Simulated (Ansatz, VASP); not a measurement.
Al2Cu in VASP and in Ansatz

INCAR

```
PREC = Accurate
ENCUT = 600
EDIFF = 1E-7
ISMEAR = 0
SIGMA = 0.1
LREAL = False
LASPH = True
NELM = 60
ALGO = Fast
ISIF = 3
LWAVE = False
LCHARG = False
GGA = PE
IBRION = 2
NSW = 100
EDIFFG = -0.01
```

The input KPOINTS:

```
Automatic mesh
0
Gamma
  10 10 10
```

The input POSCAR:

```
Al2Cu
1.0
   -3.0334999600      3.0334999600      2.4384999300
    3.0334999600     -3.0334999600      2.4384999300
    3.0334999600      3.0334999600     -2.4384999300
Al Cu
4 2
Direct
    0.6581000100      0.1581000100      0.8162000200
    0.1581000100      0.3418999900      0.5000000000
    0.3418999900      0.8418999900      0.1837999800
    0.8418999900      0.6581000100      0.5000000000
    0.2500000000      0.2500000000      0.0000000000
    0.7500000000      0.7500000000      0.0000000000
```

Input for Ansatz:

```yaml
crystal:
  lattice:
    - [-3.03349996, 3.03349996, 2.43849993]
    - [3.03349996, -3.03349996, 2.43849993]
    - [3.03349996, 3.03349996, -2.43849993]
  atoms:
    - { symbol: Al, position: [0.65810001, 0.15810001, 0.81620002] }
    - { symbol: Al, position: [0.15810001, 0.34189999, 0.5] }
    - { symbol: Al, position: [0.34189999, 0.84189999, 0.18379998] }
    - { symbol: Al, position: [0.84189999, 0.65810001, 0.5] }
    - { symbol: Cu, position: [0.25, 0.25, 0.0] }
    - { symbol: Cu, position: [0.75, 0.75, 0.0] }
basis:
  ecutwfc: 420
kpoints:
  mp_grid: { grid: [10, 10, 10] }
hamiltonian:
  xc: pbe
scf:
  occupations: { method: gaussian, width: 0.1 }
output:
  forces: true
  stress: true
  eigenvalues: true
  write_density: true
  write_potential: true
  elf: true
  volumetric_format: npy
relax:
  adjacent_minimum: "off"
  f_tol: 0.01
  max_steps: 80
  cell: { stress_tol: 0.05 }
```

Alike in both runs: task relaxation of cell and atoms; functional PBE; k mesh 10 × 10 × 10; occupations gaussian, width 0.1 eV; no spin polarisation.

|  | VASP | Ansatz |
| --- | --- | --- |
| version | VASP 6.6.1 | Ansatz 0.2.0 |
| potentials or method | VASP PAW PBE potentials, release 64 (Al, Cu), cutoff 600 eV | scalar-relativistic, plane waves, PAW |
| valence electrons in the cell | 34 | 50 |

VASP gave:

- gap on the k mesh at the Fermi level, each at its own relaxed structure (eV): none
- relaxed volume (Å³/atom): 14.94
- relaxed length of the cell vector where the two differ most in proportion (Å): 4.931

**Question.** Estimate Ansatz's values.

**Answer.** gap on the k mesh at the Fermi level, each at its own relaxed structure (eV): none; relaxed volume (Å³/atom): 14.91; relaxed length of the cell vector where the two differ most in proportion (Å): 4.927.

A gap of «none» marks a metal or a gap that the smearing closes. VASP's potentials hold 34 valence electrons a cell and Ansatz's 50, so a difference there can come from the potentials and not from the codes.
